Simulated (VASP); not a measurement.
# ZnS (R3m) in VASP: notebook

Aim: see how the results for ZnS move with the level of theory and the settings. Levels: PBE, r2SCAN. Tasks: single point.

Everything below comes from runs of VASP 6.6.1. Logs are shortened: lines on timing, memory, paths and dates and some standing lists are left out, and cuts for length are marked.

**1. The cell of the first run**

Symmetry: R3m, No. 160, trigonal system. The conventional cell has a = 3.986 Å, b = 3.986 Å, c = 9.087 Å, α = 90.00°, β = 90.00°, γ = 120.00°. Within 3.1 Å of Zn (site symmetry 3m) lie 4 S at 2.34 to 2.40 Å. S (site symmetry 3m) has 4 Zn at 2.34 to 2.40 Å within 3.1 Å.

**2. Single point, PBE (epitaxial 111 strain +4.6%)**

INCAR

```
PREC = Accurate ; ENCUT = 520
EDIFF = 1E-6 ; ISMEAR = -1
SIGMA = 0.02 ; LREAL = F
LASPH = T ; NELM = 60
ALGO = Normal ; ISIF = 2
LWAVE = F ; LCHARG = F
GGA = PE ; NBANDS = 16
```

KPOINTS

```
regular mesh
0
Gamma
  8 8 8
```

POSCAR

```
ZnS
1.0
   -0.1299707823      2.6883124089      2.6883124089
    2.6883124089     -0.1299707823      2.6883124089
    2.6883124089      2.6883124089     -0.1299707823
Zn S
1 1
Direct
   -0.0037214964     -0.0037214964     -0.0037214964
    0.2537214964      0.2537214964      0.2537214964
```

Potentials or basis: VASP PAW PBE potentials, release 64 (Zn, S).

On the command line:

```sh
$ cat potpaw_PBE.64/Zn/POTCAR potpaw_PBE.64/S/POTCAR > POTCAR
$ mpirun -np 1 vasp_std > vasp.out
```

OUTCAR:

```text
PREC = Accurate
   ENCUT = 520
   EDIFF = 1E-6
   ISMEAR = -1
   LREAL = F
   LASPH = T
   NELM = 60
   ISIF = 2
   GGA = PE

 ion  position               nearest neighbor table
   1  0.996  0.996  0.996-   2 2.34   2 2.40   2 2.40   2 2.40
   2  0.254  0.254  0.254-   1 2.34   1 2.40   1 2.40   1 2.40

  LATTYP: Found a trigonal (rhomboedric) cell.
 ALAT       =     3.8040688243
 COS(alpha) =     0.4511261636

  Lattice vectors:

 A1 = (  -0.1299707823,   2.6883124089,   2.6883124089)
 A2 = (   2.6883124089,  -0.1299707823,   2.6883124089)
 A3 = (   2.6883124089,   2.6883124089,  -0.1299707823)

Analysis of symmetry for initial positions (statically):
=====================================================================
 Subroutine PRICEL returns:
 Original cell was already a primitive cell.

 Routine SETGRP: Setting up the symmetry group for a
 trigonal (rhombohedral) supercell.

 Subroutine GETGRP returns: Found  6 space group operations
 (whereof  6 operations were pure point group operations)
 out of a pool of 12 trial point group operations.

The static configuration has the point symmetry C_3v.

Analysis of symmetry for dynamics (positions and initial velocities):
=====================================================================
 Subroutine PRICEL returns:
 Original cell was already a primitive cell.

 Routine SETGRP: Setting up the symmetry group for a
 trigonal (rhombohedral) supercell.

 Subroutine GETGRP returns: Found  6 space group operations
 (whereof  6 operations were pure point group operations)
 out of a pool of 12 trial point group operations.

The dynamic configuration has the point symmetry C_3v.

 Subroutine INISYM returns: Found  6 space group operations
 (whereof  6 operations are pure point group operations),
 and found     1 'primitive' translations

----------------------------------------------------------------------------------------

                                     Primitive cell

  volume of cell :      41.6727

  direct lattice vectors                    reciprocal lattice vectors
    -0.129970782  2.688312409  2.688312409    -0.173018076  0.181807870  0.181807870
     2.688312409 -0.129970782  2.688312409     0.181807870 -0.173018076  0.181807870
     2.688312409  2.688312409 -0.129970782     0.181807870  0.181807870 -0.173018076

  length of vectors
     3.804068824  3.804068824  3.804068824     0.309908790  0.309908790  0.309908790

  position of ions in fractional coordinates (direct lattice)
     0.996278504  0.996278504  0.996278504
     0.253721496  0.253721496  0.253721496

  ion indices of the primitive-cell ions
   primitive index   ion index
                 1           1
                 2           2

----------------------------------------------------------------------------------------

 KPOINTS: regular mesh

Automatic generation of k-mesh.
 Grid dimensions read from file:
 generate k-points for:    8    8    8

 Generating k-lattice:

  Cartesian coordinates                     Fractional coordinates (reciprocal lattice)
    -0.021627260  0.022725984  0.022725984     0.125000000 -0.000000000 -0.000000000
     0.022725984 -0.021627260  0.022725984    -0.000000000  0.125000000 -0.000000000
     0.022725984  0.022725984 -0.021627260    -0.000000000 -0.000000000  0.125000000

  Length of vectors
     0.038738599  0.038738599  0.038738599

  Shift w.r.t. Gamma in fractional coordinates (k-lattice)
     0.000000000  0.000000000  0.000000000

 Subroutine IBZKPT returns following result:
 ===========================================

 Found     65 irreducible k-points:

 Following reciprocal coordinates:
            Coordinates               Weight
  0.000000  0.000000  0.000000      1.000000
  0.125000  0.000000 -0.000000      6.000000
  0.250000  0.000000 -0.000000      6.000000
  0.375000  0.000000  0.000000      6.000000
  0.500000  0.000000 -0.000000      3.000000
  0.125000  0.125000 -0.000000      6.000000
[... 16 lines left out ...]
  0.250000  0.125000  0.125000      6.000000
  0.375000  0.125000  0.125000      6.000000
 [... further k-points ...]
   k-points           NKPTS =     65   k-points in BZ     NKDIM =     65   number of bands    NBANDS=     16
   number of dos      NEDOS =    301   number of ions     NIONS =      2
   total plane-waves  NPLWV =  21952
   dimension x,y,z NGX =    28 NGY =   28 NGZ =   28
   dimension x,y,z NGXF=    56 NGYF=   56 NGZF=   56
   ions per type =               1   1
   NGX,Y,Z   is equivalent  to a cutoff of  12.24, 12.24, 12.24 a.u.
   NGXF,Y,Z  is equivalent  to a cutoff of  24.47, 24.47, 24.47 a.u.
 SYSTEM =  unknown system
   PREC   = accura    normal or accurate (medium, high low for compatibility)
   ISTART =      0    job   : 0-new  1-cont  2-samecut
   ICHARG =      2    charge: 1-file 2-atom 10-const
   ISPIN  =      1    spin polarized calculation?
   LNONCOLLINEAR =      F non collinear calculations
   LSORBIT =      F    spin-orbit coupling
   LASPH  =      T    aspherical Exc in radial PAW
   ENCUT  =  520.0 eV  38.22 Ry    6.18 a.u.   7.07  7.07  7.07*2*pi/ulx,y,z
   NELM   =     60;   NELMIN=  2; NELMDL= -5     # of ELM steps
   EDIFF  = 0.1E-05   stopping-criterion for ELM
   LREAL  =      F    real-space projection
   EDIFFG = 0.1E-04   stopping-criterion for IOM
   NSW    =      0    number of steps for IOM
   IBRION =     -1    ionic relax: 0-MD 1-quasi-New 2-CG
   NFREE  =      0    steps in history (QN), initial steepest desc. (CG)
   ISIF   =      2    stress and relaxation
   ISYM   =      2    0-nonsym 1-usesym 2-fastsym
   POTIM  = 0.5000    time-step for ionic-motion
   TEBEG  =    0.0;   TEEND  =   0.0 temperature during run
   PSTRESS=    0.0 pullay stress
   NELECT =      18.0000    total number of electrons
   NUPDOWN=      -1.0000    fix difference up-down
   EMIN   =  10.00;   EMAX   =-10.00  energy-range for DOS
   EFERMI =   0.00;   METHOD = LEGACY
   ISMEAR =    -1;   SIGMA  =   0.02  broadening in eV -4-tet -1-fermi 0-gaus
   EFERMI_NEDOS =   21; number of points for ismear=-14 and -15
   IALGO  =     38    algorithm
   IMIX   =      4    mixing-type and parameters
     AMIX     =   0.40;   BMIX     =  1.00
     AMIX_MAG =   1.60;   BMIX_MAG =  1.00
  volume/ion in A,a.u.               =      20.84       140.61
  Fermi-wavevector in a.u.,A,eV,Ry     =   1.237509  2.338553 20.836357  1.531429
  Thomas-Fermi vector in A             =   2.372073
   LORBIT       =      0    0 simple, 1 ext, 2 COOP (PROOUT), +10 PAW based schemes
   GGA     = PE    functional components
   LHFCALC =     F    Hartree Fock is set to
   AEXX    =    0.0000 exact exchange contribution
   IVDW    =     0    specifies the selected vdW correction
   LEPSILON=     F    determine dielectric tensor
   LRPA    =     F    only Hartree local field effects (RPA)
 non-spin polarized calculation
  energy-cutoff  :      520.00
  volume of cell :       41.67
 maximum number of plane-waves:      1142
   NGX = 15   NGY = 15   NGZ = 15

 number of electron      17.9999997 magnetization

 Free energy of the ion-electron system (eV)
  ---------------------------------------------------
  ext. energy  EPLUGINS =         0.00000000
  ---------------------------------------------------
  free energy    TOTEN  =        -6.80620112 eV

  energy without entropy =       -6.80620112  energy(sigma->0) =       -6.80620112

 E-fermi :   2.2368     XC(G=0):  -9.3797

 val. band max:        1.7874769353   @ k =   0.0000   0.0000   0.0000
 cond. band min:       3.4257508678   @ k =   0.0000   0.0000   0.0000
 fundamental gap:      1.6382739326
 Fermi energy:         2.2367795418

 k-point     1 :       0.0000    0.0000    0.0000
  band No.  band energies     occupation
      1     -11.1524      2.00000
      2      -4.5278      2.00000
      3      -4.5278      2.00000
      4      -4.5072      2.00000
      5      -4.0917      2.00000
      6      -4.0917      2.00000
[... 8 lines left out ...]
     15      13.3389      0.00000
     16      13.3389      0.00000

 k-point     2 :       0.1250    0.0000   -0.0000
  band No.  band energies     occupation
      1     -11.0508      2.00000
      2      -4.5231      2.00000
      3      -4.5088      2.00000
      4      -4.4892      2.00000
      5      -4.0943      2.00000
      6      -4.0912      2.00000
[... 8 lines left out ...]
     15      12.8982      0.00000
     16      14.0437      0.00000

 k-point     3 :       0.2500    0.0000   -0.0000
  band No.  band energies     occupation
      1     -10.7872      2.00000
      2      -4.4811      2.00000
      3      -4.4660      2.00000
      4      -4.4406      2.00000
      5      -4.0956      2.00000
      6      -4.0842      2.00000
[... 8 lines left out ...]
     15      12.9246      0.00000
     16      13.8298      0.00000

 k-point     4 :       0.3750    0.0000    0.0000
  band No.  band energies     occupation
      1     -10.4912      2.00000
      2      -4.4342      2.00000
      3      -4.4301      2.00000
      4      -4.2592      2.00000
      5      -4.0871      2.00000
      6      -4.0646      2.00000
[... 8 lines left out ...]
     15      13.4045      0.00000
     16      14.0942      0.00000

 k-point     5 :       0.5000    0.0000   -0.0000
  band No.  band energies     occupation
      1     -10.3566      2.00000
      2      -4.4230      2.00000
      3      -4.4180      2.00000
      4      -4.0799      2.00000
      5      -4.0714      2.00000
      6      -3.9290      2.00000
[... 8 lines left out ...]
     15      14.2456      0.00000
     16      14.8190      0.00000

 k-point     6 :       0.1250    0.1250   -0.0000
  band No.  band energies     occupation
      1     -11.0104      2.00000
      2      -4.5361      2.00000
      3      -4.4910      2.00000
      4      -4.4789      2.00000
      5      -4.1058      2.00000
      6      -4.0825      2.00000
[... 8 lines left out ...]
     15      13.5283      0.00000
     16      14.4739      0.00000
[... 267 lines left out ...]
 k-point    21 :       0.5000    0.5000   -0.0000
  band No.  band energies     occupation
      1     -10.0365      2.00000
      2      -4.5082      2.00000
      3      -4.2417      2.00000
      4      -4.2090      2.00000
      5      -4.0248      2.00000
      6      -3.8997      2.00000
[... 8 lines left out ...]
     15      15.1668      0.00000
     16      15.8887      0.00000

 k-point    22 :       0.1250    0.1250    0.1250
  band No.  band energies     occupation
      1     -11.0311      2.00000
      2      -4.5066      2.00000
      3      -4.5063      2.00000
      4      -4.5063      2.00000
      5      -4.0945      2.00000
      6      -4.0945      2.00000
[... 8 lines left out ...]
     15      12.6034      0.00000
     16      14.0041      0.00000

 k-point    23 :       0.2500    0.1250    0.1250
  band No.  band energies     occupation
      1     -10.8641      2.00000
      2      -4.5085      2.00000
      3      -4.4821      2.00000
      4      -4.4557      2.00000
      5      -4.1092      2.00000
      6      -4.0795      2.00000
[... 8 lines left out ...]
     15      12.9166      0.00000
     16      15.0563      0.00000

 k-point    24 :       0.3750    0.1250    0.1250
  band No.  band energies     occupation
      1     -10.5827      2.00000
      2      -4.4497      2.00000
      3      -4.4358      2.00000
      4      -4.3883      2.00000
      5      -4.1133      2.00000
      6      -4.0541      2.00000
[... 8 lines left out ...]
     15      14.1841      0.00000
     16      15.1013      0.00000

 [... further k-points ...]
[... 5 lines left out ...]
  --------------------------------------------------------------------------------------
  -------------------------------------------------------------------------------------
  Total       -0.5103656     -0.5103656     -0.5103656      0.5364917      0.5364917      0.5364917
  in kB      -19.6218665    -19.6218665    -19.6218665     20.6263253     20.6263253     20.6263253
  external PRESSURE =     -19.6218665 kB  Pullay stress =       0.0000000 kB

 VOLUME and BASIS-vectors are now :
 -----------------------------------------------------------------------------
  energy-cutoff  :      520.00
  volume of cell :       41.67
      direct lattice vectors                 reciprocal lattice vectors
    -0.129970782  2.688312409  2.688312409    -0.173018076  0.181807870  0.181807870
     2.688312409 -0.129970782  2.688312409     0.181807870 -0.173018076  0.181807870
     2.688312409  2.688312409 -0.129970782     0.181807870  0.181807870 -0.173018076

 POSITION                                       TOTAL-FORCE (eV/Angst)
 -----------------------------------------------------------------------------------
      5.22713      5.22713      5.22713        -0.013206     -0.013206     -0.013206
      1.33119      1.33119      1.33119         0.013206      0.013206      0.013206
 -----------------------------------------------------------------------------------
    total drift:                                0.000257      0.000257      0.000258

  FREE ENERGIE OF THE ION-ELECTRON SYSTEM (eV)
  ---------------------------------------------------
  free  energy   TOTEN  =        -6.8062011153 eV

  energy  without entropy=       -6.8062011153  energy(sigma->0) =       -6.80620112
```

Run time: 26 s. Hardware: 1 thread of Intel Xeon 6975P-C, shared host; peak memory 0.18 GiB.

What came out:

```yaml
Free_energy: -6.8062 eV
Pressure: -2.0 GPa
Largest_force: 0.023 eV/Å
Band_gap_on_the_k_mesh: 1.64 eV, direct
```

Forces on the atoms (eV/Å):
```
Zn  -0.013 -0.013 -0.013
S    0.013  0.013  0.013
```

Levels at points of the mesh, in eV from the valence-band top:
```tsv
k point	band 5	band 6	band 7	band 8	band 9	band 10	band 11	band 12	band 13	band 14
(0.00, 0.00, 0.00)	-5.88	-5.88	-0.27	-0.27	0.00	1.64	5.98	5.98	6.97	11.43
(0.50, 0.00, 0.00)	-5.86	-5.72	-5.13	-0.99	-0.76	3.18	6.78	7.06	8.39	11.86
(0.50, 0.50, 0.00)	-5.81	-5.69	-4.51	-2.41	-1.94	3.15	4.09	10.14	11.31	11.67
(0.50, 0.50, 0.50)	-5.84	-5.65	-4.97	-1.18	-1.18	2.53	6.40	6.40	8.58	11.71
```

Caveat: the cell differs from its parent crystal (epitaxial 111 strain +4.6%).

**3. Single point, r2SCAN (epitaxial 111 strain +4.6%)**

POSCAR is that of step 2.

INCAR.step1

```
SYSTEM = ZnS
PREC = Accurate
ENCUT = 520
ISMEAR = 0
SIGMA = 0.01
LREAL = .FALSE.
LASPH = .TRUE.
NELM = 100
NBANDS = 16
GGA = PE
ALGO = Normal
EDIFF = 1E-4
LWAVE = .TRUE.
LCHARG = .FALSE.
```

INCAR.step2

```
SYSTEM = ZnS
PREC = Accurate
ENCUT = 520
EDIFF = 1E-7
ISMEAR = 0
SIGMA = 0.01
LREAL = .FALSE.
LASPH = .TRUE.
NELM = 100
ALGO = Normal
ISIF = 2
LWAVE = .FALSE.
LCHARG = .FALSE.
METAGGA = R2SCAN
LMIXTAU = .TRUE.
NBANDS = 16
ISTART = 1
```

KPOINTS

```
regular mesh
0
G
  8 8 8
  0 0 0
```

Potentials or basis: VASP PAW PBE potentials, release 64 (Zn, S).

On the command line:

```sh
$ cat potpaw_PBE.64/Zn/POTCAR potpaw_PBE.64/S/POTCAR > POTCAR
$ cp INCAR.step1 INCAR
$ mpirun -np 1 vasp_std > vasp.out
$ cp INCAR.step2 INCAR
$ mpirun -np 1 vasp_std > vasp.out
```

OUTCAR:

```text
SYSTEM = ZnS
   PREC = Accurate
   ENCUT = 520
   EDIFF = 1E-7
   ISMEAR = 0
   LREAL = .FALSE.
   LASPH = .TRUE.
   NELM = 100
   ISIF = 2
   METAGGA = R2SCAN
   ISTART = 1

 ion  position               nearest neighbor table
   1  0.996  0.996  0.996-   2 2.34   2 2.40   2 2.40   2 2.40
   2  0.254  0.254  0.254-   1 2.34   1 2.40   1 2.40   1 2.40

  LATTYP: Found a trigonal (rhomboedric) cell.
 ALAT       =     3.8040688243
 COS(alpha) =     0.4511261636

  Lattice vectors:

 A1 = (  -0.1299707823,   2.6883124089,   2.6883124089)
 A2 = (   2.6883124089,  -0.1299707823,   2.6883124089)
[... 625 lines left out ...]
      4      -4.8146      2.00000
      5      -4.5132      2.00000
      6      -4.4547      2.00000
[... 8 lines left out ...]
     15      14.5850      0.00000
     16      15.4469      0.00000

 [... further k-points ...]
[... 5 lines left out ...]
  --------------------------------------------------------------------------------------
  -------------------------------------------------------------------------------------
  Total       -1.1085042     -1.1085042     -1.1085042      0.5581352      0.5581352      0.5581352
  in kB      -42.6183107    -42.6183107    -42.6183107     21.4584467     21.4584467     21.4584467
  external PRESSURE =     -42.6183107 kB  Pullay stress =       0.0000000 kB

 VOLUME and BASIS-vectors are now :
 -----------------------------------------------------------------------------
  energy-cutoff  :      520.00
  volume of cell :       41.67
      direct lattice vectors                 reciprocal lattice vectors
    -0.129970782  2.688312409  2.688312409    -0.173018076  0.181807870  0.181807870
     2.688312409 -0.129970782  2.688312409     0.181807870 -0.173018076  0.181807870
     2.688312409  2.688312409 -0.129970782     0.181807870  0.181807870 -0.173018076

 POSITION                                       TOTAL-FORCE (eV/Angst)
 -----------------------------------------------------------------------------------
      5.22713      5.22713      5.22713         0.001649      0.001649      0.001649
      1.33119      1.33119      1.33119        -0.001649     -0.001649     -0.001649
 -----------------------------------------------------------------------------------
    total drift:                                0.003796      0.003796      0.003796

  FREE ENERGIE OF THE ION-ELECTRON SYSTEM (eV)
  ---------------------------------------------------
  free  energy   TOTEN  =       -18.7887741283 eV

  energy  without entropy=      -18.7887741283  energy(sigma->0) =      -18.78877413
```

OSZICAR.step1:

```text
N       E                     dE             d eps       ncg     rms          rms(c)
DAV:   1     0.893953617958E+02    0.89395E+02   -0.89493E+03  2080   0.133E+03
DAV:   2    -0.128067994970E+01   -0.90676E+02   -0.84767E+02  2400   0.258E+02
DAV:   3    -0.718115897439E+01   -0.59005E+01   -0.58765E+01  2648   0.636E+01
DAV:   4    -0.724295982824E+01   -0.61801E-01   -0.61789E-01  2448   0.685E+00
DAV:   5    -0.724373773254E+01   -0.77790E-03   -0.77788E-03  2680   0.725E-01    0.624E+00
DAV:   6    -0.682615993795E+01    0.41758E+00   -0.74972E-01  3208   0.292E+01    0.492E+00
DAV:   7    -0.680659390824E+01    0.19566E-01   -0.23486E-01  2480   0.427E+00    0.253E+00
DAV:   8    -0.680574098597E+01    0.85292E-03   -0.50932E-03  2592   0.734E-01    0.645E-01
DAV:   9    -0.680602908849E+01   -0.28810E-03   -0.11808E-03  2584   0.277E-01    0.105E-01
DAV:  10    -0.680620007149E+01   -0.17098E-03   -0.18184E-04  2560   0.140E-01    0.452E-02
DAV:  11    -0.680619935649E+01    0.71501E-06   -0.36227E-05  1360   0.971E-02
   1 F= -.68061994E+01 E0= -.68061994E+01  d E =-.315459E-13
```

It took 3 min on 1 thread of Intel Xeon 6975P-C, shared host; peak memory 0.19 GiB.

What came out:

* Free energy: -18.7888 eV
* Pressure: -4.3 GPa
* Band gap on the k mesh: 2.16 eV, direct

Forces on the atoms (eV/Å):
```
Zn   0.002  0.002  0.002
S   -0.002 -0.002 -0.002
```

Levels at points of the mesh, in eV from the valence-band top:
```
           k point  band 6  band 7  band 8  band 9  band 10  band 11  band 12  band 13
(0.00, 0.00, 0.00)   -6.01   -0.28   -0.28    0.00     2.16     6.47     6.47     7.50
(0.50, 0.00, 0.00)   -5.85   -5.23   -1.02   -0.79     3.67     7.25     7.54     8.91
(0.50, 0.50, 0.00)   -5.82   -4.57   -2.49   -2.00     3.46     4.49    10.85    12.12
(0.50, 0.50, 0.50)   -5.79   -5.07   -1.22   -1.22     2.99     6.84     6.84     9.05
```

Caveat: the cell differs from its parent crystal (epitaxial 111 strain +4.6%); the PAW data sets were made with another functional, which shifts forces and pressure a little.
